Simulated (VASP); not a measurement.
A run of VASP 6.6.1 is set up as follows.

INCAR

```
ALGO = Normal ; EDIFF = 1E-7
ENCUT = 520 ; GGA = PE
ISIF = 2 ; ISMEAR = 0
LASPH = T ; LCHARG = T
LELF = T ; LREAL = F
LVHAR = T ; LWAVE = F
NBANDS = 24 ; NELM = 60
PREC = Accurate ; SIGMA = 0.1
```

File KPOINTS:

```
k-points
0
Gamma
  6 6 4
```

File POSCAR:

```
LaYN2
1.0
    4.1572922400      0.0000000000      0.0000000000
   -2.0786461200      3.6003206900      0.0000000000
    0.0000000000      0.0000000000      5.6483761500
La Y N
1 1 2
Direct
    0.0000000000      0.0000000000      0.7649802200
    0.0000000000      0.0000000000      0.2087841800
    0.3333333300      0.6666666700      0.8929259500
    0.6666666700      0.3333333300      0.8929259500
```

Potentials or basis: VASP PAW PBE potentials, release 64 (La, Y_sv, N).

Run with:

```bash
$ cat potpaw_PBE.64/La/POTCAR potpaw_PBE.64/Y_sv/POTCAR potpaw_PBE.64/N/POTCAR > POTCAR
$ mpirun -np 1 vasp_std > vasp.out
```

Problem. What does it give for the largest force?

Solution. 4.439 eV/Å.

Problem. What does it give for the pressure?

Solution. 0.7 GPa.

Problem. Predict the band gap on the k mesh.

Solution. Zero (bands 16 and 17 overlap by 1.04 eV).

Forces in eV/Å, atoms in the order of the input:
```
La   0.000  0.000 -4.439
Y    0.000  0.000  0.192
N    0.000  0.000  2.123
N    0.000  0.000  2.123
```

Caveat: spin-orbit coupling is left out, which moves the levels of the heavy elements; forces of over 1 eV/Å act on the atoms, so gaps and moduli don't describe the material at rest.
